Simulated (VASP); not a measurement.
Input of a VASP 6.6.1 run:

Contents of INCAR:

```
SYSTEM = I
  ALGO = Normal
  EDIFF = 1E-7
  ENCUT = 520
  GGA = CA
  ISIF = 2
  ISMEAR = -1
  LASPH = .TRUE.
  LCHARG = .TRUE.
  LELF = .TRUE.
  LREAL = .FALSE.
  LVHAR = .TRUE.
  LWAVE = .FALSE.
  NBANDS = 22
  NELM = 60
  PREC = Accurate
  SIGMA = 0.05
```

File KPOINTS:

```
k-points
0
G
  4 4 2
  0 0 0
```

Contents of POSCAR:

```
I
1.0
    3.5886574692     -2.1413150360      0.0000000000
    3.5886574692      2.1413150360      0.0000000000
    0.0000000000      0.0000000000      9.6272130010
I
4
Direct
    0.8254264989      0.1745735011      0.1231842597
    0.6745735011      0.3254264989      0.6231842597
    0.1745735011      0.8254264989      0.8768157403
    0.3254264989      0.6745735011      0.3768157403
```

Potentials or basis: VASP PAW LDA potentials, release 64 (I).

The run is started by

```console
$ cat potpaw_LDA.64/I/POTCAR > POTCAR
$ mpirun -np 1 vasp_std > vasp.out
```

Task: What does it give for the band gap on the k mesh?

Result: 0.76 eV (least direct gap 1.02 eV).

Task: What does it give for the pressure?

Result: 0.0 GPa.

Forces in eV/Å, atoms in the order of the input:
```
I    0.000 -0.034 -0.027
I    0.000  0.034 -0.027
I    0.000  0.034  0.027
I    0.000 -0.034  0.027
```

Caveat: the k points lie up to 0.43 Å⁻¹ apart; spin-orbit coupling is left out, which moves the levels of the heavy elements. A k mesh can miss the band edges.
